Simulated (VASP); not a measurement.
# BaO (Fm-3m) in VASP: settings compared

The runs below take BaO through single point, with PBEsol, r2SCAN.

Everything below comes from runs of VASP 6.6.1. Logs are shortened: lines on timing, memory, paths and dates and some standing lists are left out, and cuts for length are marked.

## Step 1: The cell of the first run

The structure is cubic, space group Fm-3m (No. 225). The conventional cell has a = 5.490 Å, b = 5.490 Å, c = 5.490 Å, α = 90.00°, β = 90.00°, γ = 90.00°. Ba (site symmetry m-3m) has 6 O at 2.75 Å within 3.6 Å. Within 3.6 Å of O (site symmetry m-3m) lie 6 Ba at 2.75 Å.

## Step 2: Single point, PBEsol

INCAR

```
  PREC = Accurate
  ENCUT = 600
  EDIFF = 1E-6
  ISMEAR = 0
  SIGMA = 0.01
  LREAL = False
  LASPH = True
  NELM = 120
  ALGO = Normal
  ISIF = 2
  LWAVE = False
  LCHARG = False
  GGA = PS
  NBANDS = 15
  GGA_COMPAT = False
```

KPOINTS

```
regular mesh
0
Gamma
  8 8 8
```

POSCAR

```
BaO
1.0
    0.0000000000      2.7451832401      2.7451832401
    2.7451832401      0.0000000000      2.7451832401
    2.7451832401      2.7451832401      0.0000000000
Ba O
1 1
Direct
    0.0000000000      0.0000000000      0.0000000000
    0.5000000000      0.5000000000      0.5000000000
```

Potentials or basis: VASP PAW PBE potentials, release 64 (Ba_sv, O).

Command:

```
cat potpaw_PBE.64/Ba_sv/POTCAR potpaw_PBE.64/O/POTCAR > POTCAR
mpirun -np 1 vasp_std > vasp.out
```

OUTCAR:

```text
PREC = Accurate
   ENCUT = 600
   EDIFF = 1E-6
   ISMEAR = 0
   LREAL = False
   LASPH = True
   NELM = 120
   ISIF = 2
   GGA = PS

 ion  position               nearest neighbor table
   1  0.000  0.000  0.000-   2 2.75   2 2.75   2 2.75   2 2.75   2 2.75   2 2.75
   2  0.500  0.500  0.500-   1 2.75   1 2.75   1 2.75   1 2.75   1 2.75   1 2.75

  LATTYP: Found a face centered cubic cell.
 ALAT       =     5.4903664802

  Lattice vectors:

 A1 = (   0.0000000000,   2.7451832401,   2.7451832401)
 A2 = (   2.7451832401,   0.0000000000,   2.7451832401)
 A3 = (   2.7451832401,   2.7451832401,   0.0000000000)

Analysis of symmetry for initial positions (statically):
=====================================================================
 Subroutine PRICEL returns:
 Original cell was already a primitive cell.

 Routine SETGRP: Setting up the symmetry group for a
 face centered cubic supercell.

 Subroutine GETGRP returns: Found 48 space group operations
 (whereof 48 operations were pure point group operations)
 out of a pool of 48 trial point group operations.

The static configuration has the point symmetry O_h .

Analysis of symmetry for dynamics (positions and initial velocities):
=====================================================================
 Subroutine PRICEL returns:
 Original cell was already a primitive cell.

 Routine SETGRP: Setting up the symmetry group for a
 face centered cubic supercell.

 Subroutine GETGRP returns: Found 48 space group operations
 (whereof 48 operations were pure point group operations)
 out of a pool of 48 trial point group operations.

The dynamic configuration has the point symmetry O_h .

 Subroutine INISYM returns: Found 48 space group operations
 (whereof 48 operations are pure point group operations),
 and found     1 'primitive' translations

----------------------------------------------------------------------------------------

                                     Primitive cell

  volume of cell :      41.3756

  direct lattice vectors                    reciprocal lattice vectors
     0.000000000  2.745183240  2.745183240    -0.182137204  0.182137204  0.182137204
     2.745183240  0.000000000  2.745183240     0.182137204 -0.182137204  0.182137204
     2.745183240  2.745183240  0.000000000     0.182137204  0.182137204 -0.182137204

  length of vectors
     3.882275369  3.882275369  3.882275369     0.315470891  0.315470891  0.315470891

  position of ions in fractional coordinates (direct lattice)
     0.000000000  0.000000000  0.000000000
     0.500000000  0.500000000  0.500000000

  ion indices of the primitive-cell ions
   primitive index   ion index
                 1           1
[... 86 lines left out ...]
   EMIN   =  10.00;   EMAX   =-10.00  energy-range for DOS
   EFERMI =   0.00;   METHOD = LEGACY
   ISMEAR =     0;   SIGMA  =   0.01  broadening in eV -4-tet -1-fermi 0-gaus
   EFERMI_NEDOS =   21; number of points for ismear=-14 and -15
   IALGO  =     38    algorithm
   IMIX   =      4    mixing-type and parameters
     AMIX     =   0.40;   BMIX     =  1.00
     AMIX_MAG =   1.60;   BMIX_MAG =  1.00
  volume/ion in A,a.u.               =      20.69       139.61
  Fermi-wavevector in a.u.,A,eV,Ry     =   1.192706  2.253888 19.354943  1.422548
  Thomas-Fermi vector in A             =   2.328738
   LORBIT       =      0    0 simple, 1 ext, 2 COOP (PROOUT), +10 PAW based schemes
   GGA     = PS    functional components
   LHFCALC =     F    Hartree Fock is set to
   AEXX    =    0.0000 exact exchange contribution
   IVDW    =     0    specifies the selected vdW correction
   LEPSILON=     F    determine dielectric tensor
   LRPA    =     F    only Hartree local field effects (RPA)
 non-spin polarized calculation
 Gauss-broadening in eV      SIGMA  =   0.01
  energy-cutoff  :      600.00
  volume of cell :       41.38
 maximum number of plane-waves:      1411
   NGX = 15   NGY = 15   NGZ = 15

 number of electron      15.9999997 magnetization

 Free energy of the ion-electron system (eV)
  ---------------------------------------------------
  ext. energy  EPLUGINS =         0.00000000
  ---------------------------------------------------
  free energy    TOTEN  =       -12.39499734 eV

  energy without entropy =      -12.39499734  energy(sigma->0) =      -12.39499734

 E-fermi :   2.0435     XC(G=0):  -9.9780

 val. band max:        1.8966369268   @ k =   0.5000   0.5000   0.0000
 cond. band min:       3.6668374420   @ k =   0.5000   0.5000   0.0000
 fundamental gap:      1.7702005152
 Fermi energy:         2.0434814544

 k-point     1 :       0.0000    0.0000    0.0000
  band No.  band energies     occupation
      1     -23.9552      2.00000
      2     -13.1153      2.00000
      3      -8.3898      2.00000
      4      -8.3898      2.00000
      5      -8.3898      2.00000
      6       1.4702      2.00000
      7       1.4702      2.00000
      8       1.4702      2.00000
      9       5.3701      0.00000
     10       6.5074      0.00000
     11       6.5074      0.00000
     12       6.5074      0.00000
     13       8.8631      0.00000
     14       8.8631      0.00000
[... 401 lines left out ...]
      2     -13.7503      2.00000
      3      -9.0830      2.00000
      4      -9.0782      2.00000
      5      -8.5049      2.00000
      6       0.2126      2.00000
      7       0.8786      2.00000
      8       0.9434      2.00000
      9       6.6805      0.00000
     10       7.2968      0.00000
     11       9.8399      0.00000
     12       9.8578      0.00000
     13      12.1554      0.00000
     14      13.7664      0.00000
     15      14.1136      0.00000

 [... further k-points ...]

------------------------ aborting loop because EDIFF is reached ----------------------------------------

  FORCE on cell =-STRESS in cart. coord.  units (eV):
  Direction    XX          YY          ZZ          XY          YZ          ZX
  --------------------------------------------------------------------------------------
  -------------------------------------------------------------------------------------
  Total        0.4684848      0.4684848      0.4684848     -0.0000000      0.0000000     -0.0000000
  in kB       18.1410355     18.1410355     18.1410355     -0.0000000      0.0000000     -0.0000000
  external PRESSURE =      18.1410355 kB  Pullay stress =       0.0000000 kB

 VOLUME and BASIS-vectors are now :
 -----------------------------------------------------------------------------
  energy-cutoff  :      600.00
  volume of cell :       41.38
      direct lattice vectors                 reciprocal lattice vectors
     0.000000000  2.745183240  2.745183240    -0.182137204  0.182137204  0.182137204
     2.745183240  0.000000000  2.745183240     0.182137204 -0.182137204  0.182137204
     2.745183240  2.745183240  0.000000000     0.182137204  0.182137204 -0.182137204

 POSITION                                       TOTAL-FORCE (eV/Angst)
 -----------------------------------------------------------------------------------
      0.00000      0.00000      0.00000         0.000000     -0.000000      0.000000
      2.74518      2.74518      2.74518         0.000000      0.000000     -0.000000
 -----------------------------------------------------------------------------------
    total drift:                                0.000000     -0.000000      0.000000

  FREE ENERGIE OF THE ION-ELECTRON SYSTEM (eV)
  ---------------------------------------------------
  free  energy   TOTEN  =       -12.3949973404 eV

  energy  without entropy=      -12.3949973404  energy(sigma->0) =      -12.39499734
```

OSZICAR:

```text
N       E                     dE             d eps       ncg     rms          rms(c)
DAV:   1     0.869576883240E+02    0.86958E+02   -0.85519E+03   870   0.111E+03
DAV:   2    -0.105237810365E+02   -0.97481E+02   -0.87359E+02  1225   0.213E+02
DAV:   3    -0.147161616831E+02   -0.41924E+01   -0.41660E+01  1099   0.444E+01
DAV:   4    -0.147670199056E+02   -0.50858E-01   -0.50850E-01  1074   0.502E+00
DAV:   5    -0.147679592540E+02   -0.93935E-03   -0.93935E-03  1054   0.588E-01    0.918E+00
DAV:   6    -0.126639854571E+02    0.21040E+01   -0.75588E+00   926   0.209E+01    0.634E+00
DAV:   7    -0.124360979322E+02    0.22789E+00   -0.59990E-01  1004   0.602E+00    0.233E+00
DAV:   8    -0.123946795025E+02    0.41418E-01   -0.94386E-02  1108   0.298E+00    0.518E-01
DAV:   9    -0.123944646290E+02    0.21487E-03   -0.76325E-03  1003   0.819E-01    0.170E-01
DAV:  10    -0.123950187577E+02   -0.55413E-03   -0.15453E-03   954   0.303E-01    0.481E-02
DAV:  11    -0.123949968913E+02    0.21866E-04   -0.13070E-04  1003   0.101E-01    0.237E-02
DAV:  12    -0.123949973404E+02   -0.44906E-06   -0.93508E-06   996   0.268E-02
   1 F= -.12394997E+02 E0= -.12394997E+02  d E =-.742998E-98
```

stdout:

```text
POSCAR found type information on POSCAR BaO
 POSCAR found :  2 types and       2 ions
 scaLAPACK will be used
 -----------------------------------------------------------------------------
|                                                                             |
|                                                                             |
|     You enforced a specific xc type in the INCAR file but a different       |
|     I HOPE YOU KNOW WHAT YOU ARE DOING!                                     |
|                                                                             |
 -----------------------------------------------------------------------------

 LDA part: xc-table for (Slater+PW92), standard interpolation
 POSCAR, INCAR and KPOINTS ok, starting setup
 FFT: planning ... GRIDC
 FFT: planning ... GRID_SOFT
 FFT: planning ... GRID
 WAVECAR not read
 entering main loop
```

Wall time 20 s (1 thread of Intel Xeon 8259CL, shared host); peak memory 0.19 GiB.

Results:

- Free energy: -12.3950 eV
- Pressure: 1.8 GPa
- Band gap on the k mesh: 1.77 eV

Caveat: the PAW data sets were made with another functional, which shifts forces and pressure a little; spin-orbit coupling is left out, which moves the levels of the heavy elements.

## Step 3: Single point, r2SCAN

This run uses another cell than the first one, of 20.98 Å³/atom.

POSCAR

```
BaO
1.0
    0.0000000000      2.7582533422      2.7582533422
    2.7582533422      0.0000000000      2.7582533422
    2.7582533422      2.7582533422      0.0000000000
Ba O
1 1
Direct
    0.0000000000      0.0000000000      0.0000000000
    0.5000000000      0.5000000000      0.5000000000
```

INCAR.step1

```
ALGO = Normal ; EDIFF = 1E-5
ENCUT = 660 ; GGA = PE
GGA_COMPAT = False ; ISMEAR = 0
LASPH = True ; LCHARG = False
LREAL = False ; LWAVE = True
NBANDS = 15 ; NELM = 120
PREC = Accurate ; SIGMA = 0.01
```

INCAR.step2

```
ALGO = Normal ; EDIFF = 1E-6
ENCUT = 660 ; GGA_COMPAT = False
ISIF = 2 ; ISMEAR = 0
ISTART = 1 ; LASPH = True
LCHARG = False ; LMIXTAU = True
LREAL = False ; LWAVE = False
METAGGA = R2SCAN ; NBANDS = 15
NELM = 120 ; PREC = Accurate
SIGMA = 0.01
```

KPOINTS

```
k-points
0
Gamma
  8 8 8
```

Potentials or basis: VASP PAW PBE potentials, release 64 (Ba_sv, O).

Command:

```
cat potpaw_PBE.64/Ba_sv/POTCAR potpaw_PBE.64/O/POTCAR > POTCAR
cp INCAR.step1 INCAR
mpirun -np 1 vasp_std > vasp.out
cp INCAR.step2 INCAR
mpirun -np 1 vasp_std > vasp.out
```

OUTCAR:

```text
EDIFF = 1E-6
   ENCUT = 660
   ISIF = 2
   ISMEAR = 0
   ISTART = 1
   LASPH = True
   LREAL = False
   METAGGA = R2SCAN
   NELM = 120
   PREC = Accurate

 ion  position               nearest neighbor table
   1  0.000  0.000  0.000-   2 2.76   2 2.76   2 2.76   2 2.76   2 2.76   2 2.76
   2  0.500  0.500  0.500-   1 2.76   1 2.76   1 2.76   1 2.76   1 2.76   1 2.76

  LATTYP: Found a face centered cubic cell.
 ALAT       =     5.5165066844

  Lattice vectors:

 A1 = (   0.0000000000,   2.7582533422,   2.7582533422)
 A2 = (   2.7582533422,   0.0000000000,   2.7582533422)
 A3 = (   2.7582533422,   2.7582533422,   0.0000000000)

Analysis of symmetry for initial positions (statically):
=====================================================================
 Subroutine PRICEL returns:
 Original cell was already a primitive cell.

 Routine SETGRP: Setting up the symmetry group for a
 face centered cubic supercell.

 Subroutine GETGRP returns: Found 48 space group operations
 (whereof 48 operations were pure point group operations)
 out of a pool of 48 trial point group operations.

The static configuration has the point symmetry O_h .

Analysis of symmetry for dynamics (positions and initial velocities):
=====================================================================
 Subroutine PRICEL returns:
 Original cell was already a primitive cell.

 Routine SETGRP: Setting up the symmetry group for a
 face centered cubic supercell.

 Subroutine GETGRP returns: Found 48 space group operations
 (whereof 48 operations were pure point group operations)
 out of a pool of 48 trial point group operations.

The dynamic configuration has the point symmetry O_h .

 Subroutine INISYM returns: Found 48 space group operations
 (whereof 48 operations are pure point group operations),
 and found     1 'primitive' translations

----------------------------------------------------------------------------------------

                                     Primitive cell
[... 121 lines left out ...]
   LRPA    =     F    only Hartree local field effects (RPA)
 non-spin polarized calculation
 Gauss-broadening in eV      SIGMA  =   0.01
  energy-cutoff  :      660.00
  volume of cell :       41.97
 maximum number of plane-waves:      1639
 NGX is ok and might be reduce to    36
   NGX = 17   NGY = 17   NGZ = 17

 number of electron      16.0000001 magnetization

 Free energy of the ion-electron system (eV)
  ---------------------------------------------------
  ext. energy  EPLUGINS =         0.00000000
  ---------------------------------------------------
  free energy    TOTEN  =       -37.81695043 eV

  energy without entropy =      -37.81695043  energy(sigma->0) =      -37.81695043

 E-fermi :   1.7931     XC(G=0): -10.2266

 val. band max:        1.7383114083   @ k =   0.5000   0.5000   0.0000
 cond. band min:       4.0040280708   @ k =   0.5000   0.5000   0.0000
 fundamental gap:      2.2657166625
 Fermi energy:         1.7930581424

 k-point     1 :       0.0000    0.0000    0.0000
  band No.  band energies     occupation
      1     -24.9418      2.00000
      2     -14.2835      2.00000
      3      -8.9969      2.00000
      4      -8.9969      2.00000
      5      -8.9969      2.00000
      6       1.3316      2.00000
      7       1.3316      2.00000
      8       1.3316      2.00000
      9       5.9224      0.00000
     10       6.8531      0.00000
     11       6.8531      0.00000
     12       6.8531      0.00000
     13       9.3266      0.00000
     14       9.3266      0.00000
[... 401 lines left out ...]
      2     -14.8533      2.00000
      3      -9.6650      2.00000
      4      -9.6404      2.00000
      5      -9.1207      2.00000
      6       0.1476      2.00000
      7       0.7709      2.00000
      8       0.8283      2.00000
      9       6.9864      0.00000
     10       7.6279      0.00000
     11      10.1575      0.00000
     12      10.2787      0.00000
     13      12.5650      0.00000
     14      14.2459      0.00000
     15      14.8909      0.00000

 [... further k-points ...]

------------------------ aborting loop because EDIFF is reached ----------------------------------------

  FORCE on cell =-STRESS in cart. coord.  units (eV):
  Direction    XX          YY          ZZ          XY          YZ          ZX
  --------------------------------------------------------------------------------------
  -------------------------------------------------------------------------------------
  Total        0.7544831      0.7544831      0.7544831     -0.0000000      0.0000000     -0.0000000
  in kB       28.8023315     28.8023315     28.8023315     -0.0000000      0.0000000     -0.0000000
  external PRESSURE =      28.8023315 kB  Pullay stress =       0.0000000 kB

 VOLUME and BASIS-vectors are now :
 -----------------------------------------------------------------------------
  energy-cutoff  :      660.00
  volume of cell :       41.97
      direct lattice vectors                 reciprocal lattice vectors
     0.000000000  2.758253342  2.758253342    -0.181274139  0.181274139  0.181274139
     2.758253342  0.000000000  2.758253342     0.181274139 -0.181274139  0.181274139
     2.758253342  2.758253342  0.000000000     0.181274139  0.181274139 -0.181274139

 POSITION                                       TOTAL-FORCE (eV/Angst)
 -----------------------------------------------------------------------------------
      0.00000      0.00000      0.00000        -0.000000      0.000000     -0.000000
      2.75825      2.75825      2.75825         0.000000     -0.000000      0.000000
 -----------------------------------------------------------------------------------
    total drift:                                0.000000      0.000000      0.000000

  FREE ENERGIE OF THE ION-ELECTRON SYSTEM (eV)
  ---------------------------------------------------
  free  energy   TOTEN  =       -37.8169504272 eV

  energy  without entropy=      -37.8169504272  energy(sigma->0) =      -37.81695043
```

OUTCAR.step1:

```text
EDIFF = 1E-5
   ENCUT = 660
   GGA = PE
   ISMEAR = 0
   LASPH = True
[... 653 lines left out ...]
 -----------------------------------------------------------------------------------
      0.00000      0.00000      0.00000        -0.000000     -0.000000     -0.000000
      2.75825      2.75825      2.75825         0.000000      0.000000      0.000000
 -----------------------------------------------------------------------------------
    total drift:                                0.000000      0.000000      0.000000

  FREE ENERGIE OF THE ION-ELECTRON SYSTEM (eV)
  ---------------------------------------------------
  free  energy   TOTEN  =       -11.7845739456 eV

  energy  without entropy=      -11.7845739456  energy(sigma->0) =      -11.78457395
```

OSZICAR.step1:

```text
N       E                     dE             d eps       ncg     rms          rms(c)
DAV:   1     0.913772811656E+02    0.91377E+02   -0.90421E+03   870   0.119E+03
DAV:   2    -0.974298127460E+01   -0.10112E+03   -0.89631E+02  1246   0.219E+02
DAV:   3    -0.143515050874E+02   -0.46085E+01   -0.45711E+01  1078   0.470E+01
DAV:   4    -0.144066923290E+02   -0.55187E-01   -0.55180E-01  1061   0.536E+00
DAV:   5    -0.144076888609E+02   -0.99653E-03   -0.99652E-03  1074   0.661E-01    0.961E+00
DAV:   6    -0.120323206590E+02    0.23754E+01   -0.86828E+00   912   0.221E+01    0.628E+00
DAV:   7    -0.118082986137E+02    0.22402E+00   -0.62522E-01   990   0.628E+00    0.227E+00
DAV:   8    -0.117833676886E+02    0.24931E-01   -0.10237E-01  1052   0.329E+00    0.526E-01
DAV:   9    -0.117833257707E+02    0.41918E-04   -0.94025E-03  1017   0.938E-01    0.164E-01
DAV:  10    -0.117845880185E+02   -0.12622E-02   -0.27080E-03   926   0.428E-01    0.488E-02
DAV:  11    -0.117845643644E+02    0.23654E-04   -0.17782E-04  1080   0.114E-01    0.253E-02
DAV:  12    -0.117845739456E+02   -0.95812E-05   -0.26067E-05   947   0.487E-02
   1 F= -.11784574E+02 E0= -.11784574E+02  d E =-.159957E-48
```

Run time: 3.1 min. Hardware: 1 thread of Intel Xeon 8259CL, shared host; peak memory 0.22 GiB.

Results:

* Free energy: -37.8170 eV
* Pressure: 2.9 GPa
* Band gap on the k mesh: 2.27 eV

Levels at points of the mesh, in eV from the valence-band top:
| k point | band 5 | band 6 | band 7 | band 8 | band 9 | band 10 | band 11 | band 12 |
| --- | --- | --- | --- | --- | --- | --- | --- | --- |
| (0.00, 0.00, 0.00) | -10.74 | -0.41 | -0.41 | -0.41 | 4.18 | 5.11 | 5.11 | 5.11 |
| (0.50, 0.00, 0.00) | -10.85 | -2.02 | -1.56 | -1.56 | 5.33 | 7.70 | 7.70 | 8.77 |
| (0.50, 0.50, 0.00) | -11.34 | -0.19 | -0.19 | 0.00 | 2.27 | 6.62 | 9.60 | 10.05 |

Caveat: the PAW data sets were made with another functional, which shifts forces and pressure a little; spin-orbit coupling is left out, which moves the levels of the heavy elements. A k mesh can miss the band edges.
